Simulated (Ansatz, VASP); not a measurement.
**One calculation of Zn3PbO, two programs**

```
Zn Pb O
1.0
     4.41213    0.00000    0.00000
     0.00000    4.41213    0.00000
     0.00000    0.00000    4.41213
Zn Pb O
3 1 1
Cartesian
  0.0000 2.2061 2.2061
  2.2061 0.0000 2.2061
  2.2061 2.2061 0.0000
  0.0000 0.0000 0.0000
  2.2061 2.2061 2.2061
```

Alike in both runs: functional PBE; k mesh 6 × 6 × 6; occupations gaussian, width 0.1 eV; no spin polarisation.

Ansatz relaxed the structure, and its values are those at the end. VASP's run is a single point on that final structure, the one shown.

|  | VASP | Ansatz |
| --- | --- | --- |
| version | VASP 6.6.1 | Ansatz 0.2.0 |
| potentials or method | VASP PAW PBE potentials, release 64 (Zn, Pb_d, O), cutoff 520 eV | scalar-relativistic, plane waves, PAW |
| valence electrons in the cell | 56 | 56 |

```csv
,VASP,Ansatz,Ansatz less VASP
gap on the k mesh at the Fermi level (eV),none,none,-
pressure (GPa),0.4,0.2,-0.23
```

A gap of «none» marks a metal or a gap that the smearing closes.

Neither program's run includes spin-orbit coupling.
